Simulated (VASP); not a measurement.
The system is Ru2Rh.

```
Ru Rh
1.0
     2.70954    0.00000    0.00000
     0.00000    2.70954    0.00000
     0.00000    0.00000    6.08480
Ru Rh
2 1
Direct
  0.50000 0.50000 0.31545
  0.50000 0.50000 0.68455
  0.00000 0.00000 0.00000
```

The cell was built from a structure type or drawn by symmetry, and may not be a known phase.

| Quantity | Value |
| --- | --- |
| Program | VASP 6.6.1 |
| Task | relaxation of cell and atoms |
| Functional | PBE |
| Potentials or basis | VASP PAW PBE potentials, release 64 (Ru_pv, Rh_pv) |
| Cutoff | 600 eV |
| k mesh | 16 × 16 × 8 |
| Occupations | gaussian, width 0.1 eV |
| Spin | no spin polarisation |

At the start: pressure -0.3 GPa; volume 14.89 Å³/atom.

Problem. How do energy, volume and symmetry change on relaxing?

Solution. Over 6 steps the energy falls by 7.7 meV/atom and the volume is 14.78 Å³/atom (-0.7 %); space group P4/mmm (No. 123, to 0.1 Å) before and after.

Step by step:
```csv
step,energy change (eV),largest force (eV/Å),pressure (GPa),volume (Å³)
1,0.0000,0.6257,-0.35,44.67
2,-0.0084,0.5045,-1.06,44.45
3,-0.0220,0.0861,-1.02,44.55
4,-0.0206,0.0394,2.17,43.99
5,-0.0228,0.0690,0.17,44.34
6,-0.0231,0.0087,0.04,44.35
```

Final structure:
```xyz
3
Lattice="2.6834 0.0000 0.0000 0.0000 2.6834 0.0000 0.0000 0.0000 6.1596" Properties=species:S:1:pos:R:3 pbc="T T T"
Ru    1.3417    1.3417    1.9300
Ru    1.3417    1.3417    4.2296
Rh    0.0000    0.0000    0.0000
```
